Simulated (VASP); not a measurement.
# NdP3 (Pm-3m) in VASP: a series of runs

NdP3 is run at these levels: PBE; tasks: single point, relaxation of cell and atoms.

All numbers are computed with VASP 6.6.1; they aren't measurements. Logs are shortened: lines on timing, memory, paths and dates and some standing lists are left out, and cuts for length are marked.

### Step 1. The cell of the first run

The structure is cubic, space group Pm-3m (No. 221). The conventional cell has a = 4.226 Å, b = 4.226 Å, c = 4.226 Å, α = 90.00°, β = 90.00°, γ = 90.00°. Nd (site symmetry m-3m) has 12 P at 2.99 Å within 3.9 Å. P (site symmetry 4/mmm) has 4 Nd at 2.99 Å and 8 P at 2.99 Å within 3.9 Å.

The cell was built from a structure type or drawn by symmetry, and may not be a known phase.

### Step 2. Single point, PBE

The input, INCAR:

```
PREC = Accurate ; ENCUT = 500
EDIFF = 1E-6 ; ISMEAR = 0
SIGMA = 0.1 ; LREAL = F
LASPH = T ; NELM = 200
ALGO = Normal ; ISIF = 2
LWAVE = F ; LCHARG = F
GGA = PE ; NBANDS = 21
GGA_COMPAT = F ; LMAXMIX = 6
```

The input, KPOINTS:

```
regular mesh
0
Gamma
  4 4 4
```

The input, POSCAR:

```
NdP3
1.0
    4.2256767420      0.0000000000      0.0000000000
    0.0000000000      4.2256767420      0.0000000000
    0.0000000000      0.0000000000      4.2256767420
Nd P
1 3
Direct
    0.0000000000      0.0000000000      0.0000000000
    0.5000000000      0.5000000000      0.0000000000
    0.5000000000      0.0000000000      0.5000000000
    0.0000000000      0.5000000000      0.5000000000
```

Potentials or basis: VASP PAW PBE potentials, release 64 (Nd_3, P), 4f in core.

Run with:

```
$ cat potpaw_PBE.64/Nd_3/POTCAR potpaw_PBE.64/P/POTCAR > POTCAR
$ mpirun -np 1 vasp_std > vasp.out
```

OUTCAR:

```text
PREC = Accurate
   ENCUT = 500
   EDIFF = 1E-6
   ISMEAR = 0
   LREAL = F
   LASPH = T
   NELM = 200
   ISIF = 2
   GGA = PE

 ion  position               nearest neighbor table
   1  0.000  0.000  0.000-   2 2.99   3 2.99   4 2.99   3 2.99   4 2.99   2 2.99   4 2.99   4 2.99
                             2 2.99   3 2.99   3 2.99   2 2.99
   2  0.500  0.500  0.000-   1 2.99   1 2.99   1 2.99   1 2.99
   3  0.500  0.000  0.500-   1 2.99   1 2.99   1 2.99   1 2.99
   4  0.000  0.500  0.500-   1 2.99   1 2.99   1 2.99   1 2.99

  LATTYP: Found a simple cubic cell.
 ALAT       =     4.2256767420

  Lattice vectors:

 A1 = (   4.2256767420,   0.0000000000,   0.0000000000)
 A2 = (   0.0000000000,   4.2256767420,   0.0000000000)
 A3 = (   0.0000000000,   0.0000000000,   4.2256767420)

Analysis of symmetry for initial positions (statically):
=====================================================================
 Subroutine PRICEL returns:
 Original cell was already a primitive cell.

 Routine SETGRP: Setting up the symmetry group for a
 simple cubic supercell.

 Subroutine GETGRP returns: Found 48 space group operations
 (whereof 48 operations were pure point group operations)
 out of a pool of 48 trial point group operations.

The static configuration has the point symmetry O_h .

Analysis of symmetry for dynamics (positions and initial velocities):
=====================================================================
 Subroutine PRICEL returns:
 Original cell was already a primitive cell.

 Routine SETGRP: Setting up the symmetry group for a
 simple cubic supercell.

 Subroutine GETGRP returns: Found 48 space group operations
 (whereof 48 operations were pure point group operations)
 out of a pool of 48 trial point group operations.

The dynamic configuration has the point symmetry O_h .

 Subroutine INISYM returns: Found 48 space group operations
 (whereof 48 operations are pure point group operations),
 and found     1 'primitive' translations

----------------------------------------------------------------------------------------

                                     Primitive cell

  volume of cell :      75.4551

  direct lattice vectors                    reciprocal lattice vectors
     4.225676742  0.000000000  0.000000000     0.236648485  0.000000000  0.000000000
     0.000000000  4.225676742  0.000000000     0.000000000  0.236648485  0.000000000
     0.000000000  0.000000000  4.225676742     0.000000000  0.000000000  0.236648485

  length of vectors
     4.225676742  4.225676742  4.225676742     0.236648485  0.236648485  0.236648485

  position of ions in fractional coordinates (direct lattice)
     0.000000000  0.000000000  0.000000000
     0.500000000  0.500000000  0.000000000
     0.500000000  0.000000000  0.500000000
     0.000000000  0.500000000  0.500000000

  ion indices of the primitive-cell ions
   primitive index   ion index
                 1           1
                 2           2
                 3           3
                 4           4

----------------------------------------------------------------------------------------

 KPOINTS: regular mesh

Automatic generation of k-mesh.
 Grid dimensions read from file:
 generate k-points for:    4    4    4

 Generating k-lattice:

  Cartesian coordinates                     Fractional coordinates (reciprocal lattice)
     0.059162121  0.000000000  0.000000000     0.250000000  0.000000000  0.000000000
     0.000000000  0.059162121  0.000000000     0.000000000  0.250000000  0.000000000
     0.000000000  0.000000000  0.059162121     0.000000000  0.000000000  0.250000000

  Length of vectors
     0.059162121  0.059162121  0.059162121

  Shift w.r.t. Gamma in fractional coordinates (k-lattice)
     0.000000000  0.000000000  0.000000000

 Subroutine IBZKPT returns following result:
 ===========================================

 Found     10 irreducible k-points:

 Following reciprocal coordinates:
            Coordinates               Weight
  0.000000  0.000000  0.000000      1.000000
  0.250000  0.000000  0.000000      6.000000
  0.500000  0.000000  0.000000      3.000000
  0.250000  0.250000  0.000000     12.000000
  0.500000  0.250000  0.000000     12.000000
  0.500000  0.500000  0.000000      3.000000
  0.250000  0.250000  0.250000      8.000000
  0.500000  0.250000  0.250000     12.000000
  0.500000  0.500000  0.250000      6.000000
  0.500000  0.500000  0.500000      1.000000
   k-points           NKPTS =     10   k-points in BZ     NKDIM =     10   number of bands    NBANDS=     21
   number of dos      NEDOS =    301   number of ions     NIONS =      4
   total plane-waves  NPLWV =  32768
   dimension x,y,z NGX =    32 NGY =   32 NGZ =   32
   dimension x,y,z NGXF=    64 NGYF=   64 NGZF=   64
   ions per type =               1   3
   NGX,Y,Z   is equivalent  to a cutoff of  12.59, 12.59, 12.59 a.u.
   NGXF,Y,Z  is equivalent  to a cutoff of  25.18, 25.18, 25.18 a.u.
 SYSTEM =  unknown system
   PREC   = accura    normal or accurate (medium, high low for compatibility)
   ISTART =      0    job   : 0-new  1-cont  2-samecut
   ICHARG =      2    charge: 1-file 2-atom 10-const
   ISPIN  =      1    spin polarized calculation?
   LNONCOLLINEAR =      F non collinear calculations
   LSORBIT =      F    spin-orbit coupling
   LASPH  =      T    aspherical Exc in radial PAW
   ENCUT  =  500.0 eV  36.75 Ry    6.06 a.u.   7.70  7.70  7.70*2*pi/ulx,y,z
   NELM   =    200;   NELMIN=  2; NELMDL= -5     # of ELM steps
   EDIFF  = 0.1E-05   stopping-criterion for ELM
   LREAL  =      F    real-space projection
   EDIFFG = 0.1E-04   stopping-criterion for IOM
   NSW    =      0    number of steps for IOM
   IBRION =     -1    ionic relax: 0-MD 1-quasi-New 2-CG
   NFREE  =      0    steps in history (QN), initial steepest desc. (CG)
   ISIF   =      2    stress and relaxation
   ISYM   =      2    0-nonsym 1-usesym 2-fastsym
   POTIM  = 0.5000    time-step for ionic-motion
   TEBEG  =    0.0;   TEEND  =   0.0 temperature during run
   PSTRESS=    0.0 pullay stress
   NELECT =      26.0000    total number of electrons
   NUPDOWN=      -1.0000    fix difference up-down
   EMIN   =  10.00;   EMAX   =-10.00  energy-range for DOS
   EFERMI =   0.00;   METHOD = LEGACY
   ISMEAR =     0;   SIGMA  =   0.10  broadening in eV -4-tet -1-fermi 0-gaus
   EFERMI_NEDOS =   21; number of points for ismear=-14 and -15
   IALGO  =     38    algorithm
   IMIX   =      4    mixing-type and parameters
     AMIX     =   0.40;   BMIX     =  1.00
     AMIX_MAG =   1.60;   BMIX_MAG =  1.00
  volume/ion in A,a.u.               =      18.86       127.30
  Fermi-wavevector in a.u.,A,eV,Ry     =   1.147721  2.168878 17.922459  1.317264
  Thomas-Fermi vector in A             =   2.284400
   LORBIT       =      0    0 simple, 1 ext, 2 COOP (PROOUT), +10 PAW based schemes
   GGA     = PE    functional components
   LHFCALC =     F    Hartree Fock is set to
   AEXX    =    0.0000 exact exchange contribution
   IVDW    =     0    specifies the selected vdW correction
   LEPSILON=     F    determine dielectric tensor
   LRPA    =     F    only Hartree local field effects (RPA)
 non-spin polarized calculation
 Gauss-broadening in eV      SIGMA  =   0.10
  energy-cutoff  :      500.00
  volume of cell :       75.46
 maximum number of plane-waves:      1936
 NGX is ok and might be reduce to    32
   NGX = 15   NGY = 15   NGZ = 15

 number of electron      26.0000001 magnetization

 Free energy of the ion-electron system (eV)
  ---------------------------------------------------
  ext. energy  EPLUGINS =         0.00000000
  ---------------------------------------------------
  free energy    TOTEN  =       -22.23012845 eV

  energy without entropy =      -22.22048357  energy(sigma->0) =      -22.22530601

 E-fermi :   7.0446     XC(G=0): -10.9094

 val. band max:        7.0141248506   @ k =   0.2500   0.2500   0.0000
 cond. band min:       7.3881900860   @ k =   0.5000   0.2500   0.2500
 fundamental gap:      0.3740652355
 Fermi energy:         7.0445882903

 k-point     1 :       0.0000    0.0000    0.0000
  band No.  band energies     occupation
      1     -30.7689      2.00000
      2     -11.9822      2.00000
      3     -11.9822      2.00000
      4     -11.9822      2.00000
      5      -6.2202      2.00000
      6      -1.4832      2.00000
[... 13 lines left out ...]
     20      10.0750      0.00000
     21      10.0750      0.00000

 k-point     2 :       0.2500    0.0000    0.0000
  band No.  band energies     occupation
      1     -30.7640      2.00000
      2     -12.1645      2.00000
      3     -11.9654      2.00000
      4     -11.9654      2.00000
      5      -5.6224      2.00000
      6      -2.3836      2.00000
[... 13 lines left out ...]
     20      10.8273      0.00000
     21      10.9198      0.00000

 k-point     3 :       0.5000    0.0000    0.0000
  band No.  band energies     occupation
      1     -30.7592      2.00000
      2     -12.3321      2.00000
      3     -11.9485      2.00000
      4     -11.9485      2.00000
      5      -4.3732      2.00000
      6      -3.8999      2.00000
[... 13 lines left out ...]
     20      13.2570      0.00000
     21      13.4314      0.00000

 k-point     4 :       0.2500    0.2500    0.0000
  band No.  band energies     occupation
      1     -30.7593      2.00000
      2     -12.1505      2.00000
      3     -12.1117      2.00000
      4     -11.9494      2.00000
      5      -5.1273      2.00000
      6      -2.3044      2.00000
[... 13 lines left out ...]
     20      11.5086      0.00000
     21      11.6644      0.00000

 k-point     5 :       0.5000    0.2500    0.0000
  band No.  band energies     occupation
      1     -30.7546      2.00000
      2     -12.2857      2.00000
      3     -12.0975      2.00000
      4     -11.9332      2.00000
      5      -4.1972      2.00000
      6      -3.4200      2.00000
[... 13 lines left out ...]
     20      12.5052      0.00000
     21      14.0110      0.00000

 k-point     6 :       0.5000    0.5000    0.0000
  band No.  band energies     occupation
      1     -30.7500      2.00000
      2     -12.2381      2.00000
      3     -12.2381      2.00000
      4     -11.9177      2.00000
      5      -3.8801      2.00000
      6      -2.8242      2.00000
[... 13 lines left out ...]
     20      14.1175      0.00000
     21      14.1180      0.00000

 k-point     7 :       0.2500    0.2500    0.2500
  band No.  band energies     occupation
      1     -30.7548      2.00000
      2     -12.1340      2.00000
      3     -12.0833      2.00000
      4     -12.0833      2.00000
      5      -4.7278      2.00000
      6      -2.3544      2.00000
[... 13 lines left out ...]
     20      13.6405      0.00000
     21      13.7189      0.00000

 k-point     8 :       0.5000    0.2500    0.2500
  band No.  band energies     occupation
      1     -30.7502      2.00000
      2     -12.2426      2.00000
      3     -12.0835      2.00000
      4     -12.0544      2.00000
      5      -3.9893      2.00000
      6      -3.2229      2.00000
[... 13 lines left out ...]
     20      11.7340      0.00000
     21      12.9221      0.00000

 k-point     9 :       0.5000    0.5000    0.2500
  band No.  band energies     occupation
      1     -30.7457      2.00000
      2     -12.1984      2.00000
      3     -12.1984      2.00000
      4     -12.0401      2.00000
      5      -3.6085      2.00000
      6      -3.0423      2.00000
[... 13 lines left out ...]
     20      12.1211      0.00000
     21      12.7291      0.00000

 k-point    10 :       0.5000    0.5000    0.5000
  band No.  band energies     occupation
      1     -30.7414      2.00000
      2     -12.1577      2.00000
      3     -12.1577      2.00000
      4     -12.1577      2.00000
      5      -3.2556      2.00000
      6      -3.2556      2.00000
[... 13 lines left out ...]
     20      11.1077      0.00000
     21      11.1077      0.00000

------------------------ aborting loop because EDIFF is reached ----------------------------------------

  FORCE on cell =-STRESS in cart. coord.  units (eV):
  Direction    XX          YY          ZZ          XY          YZ          ZX
  --------------------------------------------------------------------------------------
  -------------------------------------------------------------------------------------
  Total       -0.1446529     -0.1446529     -0.1446529      0.0000000      0.0000000     -0.0000000
  in kB       -3.0714889     -3.0714889     -3.0714889      0.0000000      0.0000000     -0.0000000
  external PRESSURE =      -3.0714889 kB  Pullay stress =       0.0000000 kB

 VOLUME and BASIS-vectors are now :
 -----------------------------------------------------------------------------
  energy-cutoff  :      500.00
  volume of cell :       75.46
      direct lattice vectors                 reciprocal lattice vectors
     4.225676742  0.000000000  0.000000000     0.236648485  0.000000000  0.000000000
     0.000000000  4.225676742  0.000000000     0.000000000  0.236648485  0.000000000
     0.000000000  0.000000000  4.225676742     0.000000000  0.000000000  0.236648485

 POSITION                                       TOTAL-FORCE (eV/Angst)
 -----------------------------------------------------------------------------------
      0.00000      0.00000      0.00000         0.000000      0.000000      0.000000
      2.11284      2.11284      0.00000         0.000000      0.000000      0.000000
      2.11284      0.00000      2.11284         0.000000      0.000000      0.000000
      0.00000      2.11284      2.11284         0.000000      0.000000      0.000000
 -----------------------------------------------------------------------------------
    total drift:                                0.000000     -0.000000     -0.000000

  FREE ENERGIE OF THE ION-ELECTRON SYSTEM (eV)
  ---------------------------------------------------
  free  energy   TOTEN  =       -22.2301284529 eV

  energy  without entropy=      -22.2204835652  energy(sigma->0) =      -22.22530601
```

Run time: 12 s. Hardware: 1 thread of Intel Xeon Platinum 8488C (Sapphire Rapids), shared host; peak memory 0.17 GiB.

What came out:

| Quantity | Value |
| --- | --- |
| Free energy | -22.2301 eV |
| Pressure | -0.3 GPa |
| Band gap on the k mesh | zero (bands 13 and 14 overlap by 3.82 eV) |

Levels at points of the mesh, in eV from the Fermi level:
```tsv
k point	band 10	band 11	band 12	band 13	band 14	band 15	band 16	band 17
(0.00, 0.00, 0.00)	-4.10	-0.28	-0.28	-0.28	1.22	1.22	1.22	1.24
(0.50, 0.00, 0.00)	-3.60	-1.60	-1.60	-1.51	-0.82	1.24	1.24	1.79
(0.50, 0.50, 0.00)	-3.17	-2.76	-1.81	-1.04	-1.04	1.42	2.81	2.98
(0.50, 0.50, 0.50)	-4.10	-4.10	2.64	2.78	2.78	2.78	3.31	3.31
```

Caveat: the k points lie up to 0.37 Å⁻¹ apart, too coarse for converged energies and pressures of a metal; spin-orbit coupling is left out, which moves the levels of the heavy elements; the 4f electrons are frozen in the core, so they carry no moment and show no levels.

### Step 3. Single point, PBE

This run uses another cell than the first one, of 22.36 Å³/atom.

The input, INCAR:

```
SYSTEM = NdP3
PREC = Accurate
ENCUT = 500
EDIFF = 1E-6
ISMEAR = 0
SIGMA = 0.1
LREAL = .FALSE.
LASPH = .TRUE.
NELM = 200
ALGO = Normal
ISIF = 2
LWAVE = .FALSE.
LCHARG = .FALSE.
GGA = PE
NBANDS = 21
GGA_COMPAT = .FALSE.
LMAXMIX = 6
```

The input, KPOINTS:

```
regular mesh
0
G
  4 4 4
  0 0 0
```

The input, POSCAR:

```
NdP3
1.0
    4.4719957500      0.0000000000      0.0000000000
    0.0000000000      4.4719957500      0.0000000000
    0.0000000000      0.0000000000      4.4719957500
Nd P
1 3
Direct
    0.0000000000      0.0000000000      0.0000000000
    0.5000000000      0.5000000000      0.0000000000
    0.5000000000      0.0000000000      0.5000000000
    0.0000000000      0.5000000000      0.5000000000
```

Potentials or basis: VASP PAW PBE potentials, release 64 (Nd_3, P), 4f in core.

Run with:

```
$ cat potpaw_PBE.64/Nd_3/POTCAR potpaw_PBE.64/P/POTCAR > POTCAR
$ mpirun -np 1 vasp_std > vasp.out
```

It took 24 s on 1 thread of Intel Xeon Platinum 8488C (Sapphire Rapids), shared host; peak memory 0.21 GiB.

The run converged. Its results:

```
Free energy            : -21.6836 eV
Pressure               : -10.5 GPa
Band gap on the k mesh : zero (bands 13 and 14 overlap by 3.32 eV)
```

Levels at points of the mesh, in eV from the Fermi level:
```
           k point  band 9  band 10  band 11  band 12  band 13  band 14  band 15  band 16  band 17  band 18
(0.00, 0.00, 0.00)   -3.47    -3.47    -0.18    -0.18    -0.18     1.19     1.19     1.49     1.49     1.49
(0.50, 0.00, 0.00)   -3.54    -2.80    -1.73    -1.34    -1.34    -0.62     1.11     1.11     1.88     2.88
(0.50, 0.50, 0.00)   -2.51    -2.51    -2.45    -1.28    -1.07    -1.07     1.22     2.48     2.62     3.35
(0.50, 0.50, 0.50)   -3.67    -3.67    -3.67     2.24     2.24     2.24     2.37     2.69     2.69     3.21
```

Caveat: the cell stands under tension; spin-orbit coupling is left out, which moves the levels of the heavy elements; the 4f electrons are frozen in the core, so they carry no moment and show no levels. Spin polarisation is off, so any magnetic state and its effect on volume and gap are missing.

[end of part 1 of 3]
